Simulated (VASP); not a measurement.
# HfB2 (P6/mmm) in VASP: single point with PBEsol

Aim: the single point of HfB2 with PBEsol.

All numbers are computed with VASP 6.6.1; they aren't measurements. Logs are shortened: lines on timing, memory, paths and dates and some standing lists are left out, and cuts for length are marked.

### 1 The cell of the first run

Symmetry: P6/mmm, No. 191, hexagonal system. Conventional cell: a = 3.203 Å, b = 3.203 Å, c = 3.480 Å, α = 90.00°, β = 90.00°, γ = 120.00°. Within 3.4 Å of Hf (site symmetry 6/mmm) lie 12 B at 2.54 Å and 6 Hf at 3.20 Å. Within 2.5 Å of B (site symmetry -6m2) lie 3 B at 1.85 Å.

### 2 Single point, PBEsol (equal xx and yy strain of +2 %)

The input, INCAR:

```
PREC = Accurate
ENCUT = 520
EDIFF = 1E-6
ISMEAR = -1
SIGMA = 0.03
LREAL = False
LASPH = True
NELM = 80
ALGO = Normal
ISIF = 2
LWAVE = False
LCHARG = False
GGA = PS
NBANDS = 15
```

The input, KPOINTS:

```
Automatic mesh
0
Gamma
  15 15 12
```

The input, POSCAR:

```
HfB2
1.0
    3.2028001025      0.0000000000      0.0000000000
   -1.6014000513      2.7737062520      0.0000000000
    0.0000000000      0.0000000000      3.4800000000
Hf B
1 2
Direct
    0.0000000000      0.0000000000      0.0000000000
    0.3333333333      0.6666666667      0.5000000000
    0.6666666667      0.3333333333      0.5000000000
```

Potentials or basis: VASP PAW PBE potentials, release 64 (Hf_pv, B).

Command:

```bash
$ cat potpaw_PBE.64/Hf_pv/POTCAR potpaw_PBE.64/B/POTCAR > POTCAR
$ mpirun -np 1 vasp_std > vasp.out
```

OUTCAR:

```text
PREC = Accurate
   ENCUT = 520
   EDIFF = 1E-6
   ISMEAR = -1
   LREAL = False
   LASPH = True
   NELM = 80
   ISIF = 2
   GGA = PS

 ion  position               nearest neighbor table
   1  0.000  0.000  0.000-   2 2.54   3 2.54   2 2.54   3 2.54   3 2.54   3 2.54   2 2.54   2 2.54
                             3 2.54   3 2.54   2 2.54   2 2.54
   2  0.333  0.667  0.500-   3 1.85   3 1.85   3 1.85   1 2.54   1 2.54   1 2.54   1 2.54   1 2.54
                             1 2.54
   3  0.667  0.333  0.500-   2 1.85   2 1.85   2 1.85   1 2.54   1 2.54   1 2.54   1 2.54   1 2.54
                             1 2.54

  LATTYP: Found a hexagonal cell.
 ALAT       =     3.2028001025
 C/A-ratio  =     1.0865492346

  Lattice vectors:

 A1 = (   3.2028001025,   0.0000000000,   0.0000000000)
 A2 = (  -1.6014000513,   2.7737062520,   0.0000000000)
 A3 = (   0.0000000000,   0.0000000000,   3.4800000000)

Analysis of symmetry for initial positions (statically):
=====================================================================
 Subroutine PRICEL returns:
 Original cell was already a primitive cell.

 Routine SETGRP: Setting up the symmetry group for a
 hexagonal supercell.

 Subroutine GETGRP returns: Found 24 space group operations
 (whereof 24 operations were pure point group operations)
 out of a pool of 24 trial point group operations.

The static configuration has the point symmetry D_6h.

Analysis of symmetry for dynamics (positions and initial velocities):
=====================================================================
 Subroutine PRICEL returns:
 Original cell was already a primitive cell.

 Routine SETGRP: Setting up the symmetry group for a
 hexagonal supercell.

 Subroutine GETGRP returns: Found 24 space group operations
 (whereof 24 operations were pure point group operations)
 out of a pool of 24 trial point group operations.

The dynamic configuration has the point symmetry D_6h.

 Subroutine INISYM returns: Found 24 space group operations
 (whereof 24 operations are pure point group operations),
 and found     1 'primitive' translations

----------------------------------------------------------------------------------------

                                     Primitive cell

  volume of cell :      30.9150

  direct lattice vectors                    reciprocal lattice vectors
     3.202800102  0.000000000  0.000000000     0.312226792  0.180264222  0.000000000
    -1.601400051  2.773706252  0.000000000     0.000000000  0.360528444  0.000000000
     0.000000000  0.000000000  3.480000000     0.000000000  0.000000000  0.287356322

  length of vectors
     3.202800102  3.202800103  3.480000000     0.360528444  0.360528444  0.287356322

  position of ions in fractional coordinates (direct lattice)
     0.000000000  0.000000000  0.000000000
     0.333333333  0.666666667  0.500000000
     0.666666667  0.333333333  0.500000000

  ion indices of the primitive-cell ions
   primitive index   ion index
                 1           1
                 2           2
                 3           3

----------------------------------------------------------------------------------------

 KPOINTS: Automatic mesh

Automatic generation of k-mesh.
 Grid dimensions read from file:
 generate k-points for:   15   15   12

 Generating k-lattice:

  Cartesian coordinates                     Fractional coordinates (reciprocal lattice)
     0.020815119  0.012017615  0.000000000     0.066666667  0.000000000  0.000000000
     0.000000000  0.024035230  0.000000000     0.000000000  0.066666667  0.000000000
     0.000000000  0.000000000  0.023946360     0.000000000  0.000000000  0.083333333

  Length of vectors
     0.024035230  0.024035230  0.023946360

  Shift w.r.t. Gamma in fractional coordinates (k-lattice)
     0.000000000  0.000000000  0.000000000

 Subroutine IBZKPT returns following result:
 ===========================================

 Found    189 irreducible k-points:

 Following reciprocal coordinates:
            Coordinates               Weight
  0.000000  0.000000  0.000000      1.000000
  0.066667  0.000000  0.000000      6.000000
  0.133333  0.000000  0.000000      6.000000
  0.200000  0.000000  0.000000      6.000000
  0.266667  0.000000  0.000000      6.000000
  0.333333  0.000000  0.000000      6.000000
[... 16 lines left out ...]
  0.333333  0.200000  0.000000     12.000000
  0.400000  0.200000  0.000000      6.000000
 [... further k-points ...]
   k-points           NKPTS =    189   k-points in BZ     NKDIM =    189   number of bands    NBANDS=     15
   number of dos      NEDOS =    301   number of ions     NIONS =      3
   total plane-waves  NPLWV =  16128
   dimension x,y,z NGX =    24 NGY =   24 NGZ =   28
   dimension x,y,z NGXF=    48 NGYF=   48 NGZF=   56
   ions per type =               1   2
   NGX,Y,Z   is equivalent  to a cutoff of  12.46, 12.46, 13.38 a.u.
   NGXF,Y,Z  is equivalent  to a cutoff of  24.92, 24.92, 26.75 a.u.
 SYSTEM =  unknown system
   PREC   = accura    normal or accurate (medium, high low for compatibility)
   ISTART =      0    job   : 0-new  1-cont  2-samecut
   ICHARG =      2    charge: 1-file 2-atom 10-const
   ISPIN  =      1    spin polarized calculation?
   LNONCOLLINEAR =      F non collinear calculations
   LSORBIT =      F    spin-orbit coupling
   LASPH  =      T    aspherical Exc in radial PAW
   ENCUT  =  520.0 eV  38.22 Ry    6.18 a.u.   5.96  5.96  6.47*2*pi/ulx,y,z
   NELM   =     80;   NELMIN=  2; NELMDL= -5     # of ELM steps
   EDIFF  = 0.1E-05   stopping-criterion for ELM
   LREAL  =      F    real-space projection
   EDIFFG = 0.1E-04   stopping-criterion for IOM
   NSW    =      0    number of steps for IOM
   IBRION =     -1    ionic relax: 0-MD 1-quasi-New 2-CG
   NFREE  =      0    steps in history (QN), initial steepest desc. (CG)
   ISIF   =      2    stress and relaxation
   ISYM   =      2    0-nonsym 1-usesym 2-fastsym
   POTIM  = 0.5000    time-step for ionic-motion
   TEBEG  =    0.0;   TEEND  =   0.0 temperature during run
   PSTRESS=    0.0 pullay stress
   NELECT =      16.0000    total number of electrons
   NUPDOWN=      -1.0000    fix difference up-down
   EMIN   =  10.00;   EMAX   =-10.00  energy-range for DOS
   EFERMI =   0.00;   METHOD = LEGACY
   ISMEAR =    -1;   SIGMA  =   0.03  broadening in eV -4-tet -1-fermi 0-gaus
   EFERMI_NEDOS =   21; number of points for ismear=-14 and -15
   IALGO  =     38    algorithm
   IMIX   =      4    mixing-type and parameters
     AMIX     =   0.40;   BMIX     =  1.00
     AMIX_MAG =   1.60;   BMIX_MAG =  1.00
  volume/ion in A,a.u.               =      10.31        69.54
  Fermi-wavevector in a.u.,A,eV,Ry     =   1.314392  2.483841 23.505791  1.727627
  Thomas-Fermi vector in A             =   2.444648
   LORBIT       =      0    0 simple, 1 ext, 2 COOP (PROOUT), +10 PAW based schemes
   GGA     = PS    functional components
   LHFCALC =     F    Hartree Fock is set to
   AEXX    =    0.0000 exact exchange contribution
   IVDW    =     0    specifies the selected vdW correction
   LEPSILON=     F    determine dielectric tensor
   LRPA    =     F    only Hartree local field effects (RPA)
 non-spin polarized calculation
  energy-cutoff  :      520.00
  volume of cell :       30.92
 maximum number of plane-waves:       849
 NGX is ok and might be reduce to    24
   NGX = 11   NGY = 11   NGZ = 13

 number of electron      16.0000000 magnetization

 Free energy of the ion-electron system (eV)
  ---------------------------------------------------
  ext. energy  EPLUGINS =         0.00000000
  ---------------------------------------------------
  free energy    TOTEN  =       -27.78186567 eV

  energy without entropy =      -27.78105840  energy(sigma->0) =      -27.78146204

 E-fermi :   7.2878     XC(G=0): -12.4999

 val. band max:        7.2373116872   @ k =   0.0667   0.0000   0.2500
 cond. band min:       7.3022226665   @ k =   0.4000   0.1333   0.0000
 fundamental gap:      0.0649109793
 Fermi energy:         7.2878298233

 k-point     1 :       0.0000    0.0000    0.0000
  band No.  band energies     occupation
      1     -23.4167      2.00000
      2     -22.9930      2.00000
      3     -22.9930      2.00000
      4      -6.2393      2.00000
      5       4.3026      2.00000
      6       4.3026      2.00000
      7       4.4009      2.00000
      8       4.6597      2.00000
      9      11.0341      0.00000
     10      11.0341      0.00000
     11      11.7247      0.00000
     12      11.8683      0.00000
     13      11.8683      0.00000
     14      11.9354      0.00000
     15      11.9354      0.00000

 k-point     2 :       0.0667    0.0000    0.0000
  band No.  band energies     occupation
      1     -23.4121      2.00000
      2     -23.0221      2.00000
      3     -22.9995      2.00000
      4      -6.1469      2.00000
      5       4.0298      2.00000
      6       4.2991      2.00000
      7       4.4877      2.00000
      8       4.5778      2.00000
      9      10.9091      0.00000
     10      10.9725      0.00000
     11      11.1643      0.00000
     12      11.2183      0.00000
     13      12.1105      0.00000
     14      12.6254      0.00000
     15      12.8464      0.00000
[... 365 lines left out ...]
      3     -23.2677      2.00000
      4      -2.4656      2.00000
      5      -0.6716      2.00000
      6       1.3456      2.00000
      7       3.8715      2.00000
      8       6.5158      2.00000
      9       7.0427      1.99943
     10       9.4194      0.00000
     11      12.2148      0.00000
     12      13.8850      0.00000
     13      15.0830      0.00000
     14      16.6005      0.00000
     15      16.8291      0.00000

 k-point    24 :       0.4000    0.2000    0.0000
  band No.  band energies     occupation
      1     -23.5526      2.00000
      2     -23.3007      2.00000
      3     -23.2825      2.00000
      4      -1.6964      2.00000
      5      -1.4575      2.00000
      6       1.2397      2.00000
      7       3.9147      2.00000
      8       6.3067      2.00000
      9       7.0133      1.99979
     10      10.0842      0.00000
     11      11.5366      0.00000
     12      13.8555      0.00000
     13      15.5816      0.00000
     14      16.7673      0.00000
     15      17.2236      0.00000

 [... further k-points ...]

------------------------ aborting loop because EDIFF is reached ----------------------------------------

  FORCE on cell =-STRESS in cart. coord.  units (eV):
  Direction    XX          YY          ZZ          XY          YZ          ZX
  --------------------------------------------------------------------------------------
  -------------------------------------------------------------------------------------
  Total       -3.1031161     -3.1031161     -1.8438980      0.0000000      0.0000000      0.0000000
  in kB     -160.8196321   -160.8196321    -95.5603953      0.0000000      0.0000000      0.0000000
  external PRESSURE =    -139.0665531 kB  Pullay stress =       0.0000000 kB

 VOLUME and BASIS-vectors are now :
 -----------------------------------------------------------------------------
  energy-cutoff  :      520.00
  volume of cell :       30.92
      direct lattice vectors                 reciprocal lattice vectors
     3.202800102  0.000000000  0.000000000     0.312226792  0.180264222  0.000000000
    -1.601400051  2.773706252  0.000000000     0.000000000  0.360528444  0.000000000
     0.000000000  0.000000000  3.480000000     0.000000000  0.000000000  0.287356322

 POSITION                                       TOTAL-FORCE (eV/Angst)
 -----------------------------------------------------------------------------------
      0.00000      0.00000      0.00000         0.000000      0.000000      0.000000
     -0.00000      1.84914      1.74000         0.000000      0.000000      0.000000
      1.60140      0.92457      1.74000        -0.000000      0.000000     -0.000000
 -----------------------------------------------------------------------------------
    total drift:                               -0.000000      0.000000      0.000000

  FREE ENERGIE OF THE ION-ELECTRON SYSTEM (eV)
  ---------------------------------------------------
  free  energy   TOTEN  =       -27.7818656705 eV

  energy  without entropy=      -27.7810584021  energy(sigma->0) =      -27.78146204
```

Wall time 52 s (1 thread of Intel Xeon Platinum 8259CL at 2.50GHz (Skylake/Cascade Lake), shared host); peak memory 0.21 GiB.

What came out:

| Quantity | Value |
| --- | --- |
| Free energy | -27.7819 eV |
| Pressure | -13.9 GPa |
| Band gap on the k mesh | zero (band 8 reaches 7.81 eV, above the bottom of band 9 at 7.01 eV) |

Levels at points of the mesh, in eV from the Fermi level:
```
           k point  band 5  band 6  band 7  band 8  band 9  band 10  band 11  band 12
(0.00, 0.00, 0.00)   -2.99   -2.99   -2.89   -2.63    3.75     3.75     4.44     4.58
(0.00, 0.00, 0.50)   -8.23   -1.27   -1.27    0.05    0.05     0.89     0.89     2.41
```

Caveat: the cell differs from its parent crystal (equal xx and yy strain of +2 %); the PAW data sets were made with another functional, which shifts forces and pressure a little; spin-orbit coupling is left out, which moves the levels of the heavy elements.
